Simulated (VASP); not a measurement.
Wanted: the native input for a VASP 6.6.1 run.

```
Task                               : single point
Functional                         : HSE06
Potentials or basis                : VASP PAW PBE potentials, release 64 (Na_pv, F)
Cutoff                             : 520 eV
k mesh                             : 4 × 4 × 4
Occupations                        : gaussian, width 0.01 eV
Spin                               : no spin polarisation
Dipole correction                  : no
Grid for exact exchange (PRECFOCK) : Normal
Further INCAR settings             : ALGO = Normal; EDIFF = 1e-06; NBANDS = 14
Screening parameter                : 0.2079 1/Å
```

The system is NaF.

```
Na F
1.0
     2.79349    0.00000    0.00000
     0.00000    2.79349    0.00000
     0.00000    0.00000    2.79349
Na F
1 1
Direct
  0.00000 0.00000 0.00000
  0.50000 0.50000 0.50000
```

One way to write it, as run:

POSCAR

```
NaF
1.0
    2.7934851911      0.0000000000      0.0000000000
    0.0000000000      2.7934851911      0.0000000000
    0.0000000000      0.0000000000      2.7934851911
Na F
1 1
Direct
    0.0000000000      0.0000000000      0.0000000000
    0.5000000000      0.5000000000      0.5000000000
```

INCAR.step1

```
ALGO = Normal
EDIFF = 1E-5
ENCUT = 520
GGA = PE
ISIF = 2
ISMEAR = 0
LASPH = T
LCHARG = F
LREAL = F
LWAVE = T
NBANDS = 14
NELM = 60
PREC = Accurate
SIGMA = 0.01
```

INCAR.step2

```
ALGO = Normal
EDIFF = 1E-6
ENCUT = 520
GGA = PE
HFSCREEN = 0.2079
ISIF = 2
ISMEAR = 0
ISTART = 1
LASPH = T
LCHARG = F
LHFCALC = T
LREAL = F
LWAVE = F
NBANDS = 14
NELM = 60
PREC = Accurate
PRECFOCK = Normal
SIGMA = 0.01
```

KPOINTS

```
k-points
0
Gamma
  4 4 4
```

Potentials or basis: VASP PAW PBE potentials, release 64 (Na_pv, F).

Run with:

```console
$ cat potpaw_PBE.64/Na_pv/POTCAR potpaw_PBE.64/F/POTCAR > POTCAR
$ cp INCAR.step1 INCAR
$ mpirun -np 1 vasp_std > vasp.out
$ cp INCAR.step2 INCAR
$ mpirun -np 1 vasp_std > vasp.out
```

It gave:

| Quantity | Value |
| --- | --- |
| Pressure | 1.9 GPa |
| Band gap on the k mesh | 8.30 eV, indirect (least direct gap 8.65 eV) |

Caveat: the k points lie up to 0.56 Å⁻¹ apart; the PAW data sets were made with another functional, which shifts forces and pressure a little.

Wall time 73 s on 1 thread of Intel(R) Xeon(R) Platinum 8488C (Sapphire Rapids), on a shared host, peak memory 0.22 GiB.
